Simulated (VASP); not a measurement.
Wanted: the native input for a VASP 6.6.1 run.

```yaml
Task: single point
Functional: PBE
Potentials_or_basis: VASP PAW PBE potentials, release 64 (Si)
Cutoff: 520 eV
k_mesh: 6 × 6 × 6
Occupations: gaussian, width 0.1 eV
Spin: no spin polarisation
Dipole_correction: no
Further_INCAR_settings: ALGO = Normal; EDIFF = 1e-06; NBANDS = 13
```

The structure of Si lies in POSCAR:

```
Si
1.0
    2.9186495000      1.6850830700      1.9209237000
   -2.9186495000      1.6850830700      1.9209237000
    0.0000000000     -3.3701661500      1.9209237000
Si
3
Direct
    0.7156709300      0.2843290700      0.5000000000
    0.5000000000      0.7156709300      0.2843290700
    0.2843290700      0.5000000000      0.7156709300
```

The cell was built from a structure type or drawn by symmetry, and may not be a known phase.

The input as run:

INCAR

```
SYSTEM = Si
PREC = Accurate
ENCUT = 520
EDIFF = 1E-6
ISMEAR = 0
SIGMA = 0.1
LREAL = .False.
LASPH = .True.
NELM = 60
ALGO = Normal
ISIF = 2
LWAVE = .False.
LCHARG = .False.
GGA = PE
NBANDS = 13
```

KPOINTS

```
Automatic mesh
0
Gamma
  6 6 6
  0 0 0
```

Potentials or basis: VASP PAW PBE potentials, release 64 (Si).

Command:

```console
$ cat potpaw_PBE.64/Si/POTCAR > POTCAR
$ mpirun -np 1 vasp_std > vasp.out
```

Results of the run:

```yaml
Pressure: 19.6 GPa
Largest_force: 2.685 eV/Å
Band_gap_on_the_k_mesh: zero (bands 6 and 7 overlap by 1.86 eV)
```

Caveat: the cell stands under pressure; forces of over 1 eV/Å act on the atoms, so gaps and moduli don't describe the material at rest.

Wall time 25 s on 1 thread of Intel(R) Xeon(R) Platinum 8259CL CPU @ 2.50GHz (Skylake/Cascade Lake) (shared host), peak memory 0.16 GiB.
